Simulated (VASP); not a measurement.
Set up this calculation in VASP 6.6.1, as the native input.

* Task: single point
* Functional: LDA
* Potentials or basis: VASP PAW LDA potentials, release 64 (Se)
* Cutoff: 520 eV
* k mesh: 13 × 13 × 13
* Occupations: fermi-dirac, width 0.1 eV
* Spin: no spin polarisation
* Dipole correction: no
* Further INCAR settings: ALGO = Normal; EDIFF = 1e-07; NBANDS = 9

The structure of Se lies in POSCAR:

```
Se
1.0
   -1.6784627611      1.6784627611      1.6784627611
    1.6784627611     -1.6784627611      1.6784627611
    1.6784627611      1.6784627611     -1.6784627611
Se
1
Direct
    0.0000000000      0.0000000000      0.0000000000
```

This isn't the form of Se at room conditions, which is trigonal, of chains.

These files were run (other wordings do the same):

INCAR

```
PREC = Accurate ; ENCUT = 520
EDIFF = 1E-7 ; ISMEAR = -1
SIGMA = 0.1 ; LREAL = F
LASPH = T ; NELM = 60
ALGO = Normal ; ISIF = 2
LWAVE = F ; LCHARG = F
NBANDS = 9
```

KPOINTS

```
regular mesh
0
Gamma
  13 13 13
```

Potentials or basis: VASP PAW LDA potentials, release 64 (Se).

Launch:

```bash
$ cat potpaw_LDA.64/Se/POTCAR > POTCAR
$ mpirun -np 1 vasp_std > vasp.out
```

Results of the run:

- Pressure: 0.2 GPa
- Band gap on the k mesh: zero (bands 3 and 4 overlap by 6.94 eV)

It took 17 s on 1 thread of Intel Xeon 8259CL, with other jobs on the host, peak memory 0.13 GiB.
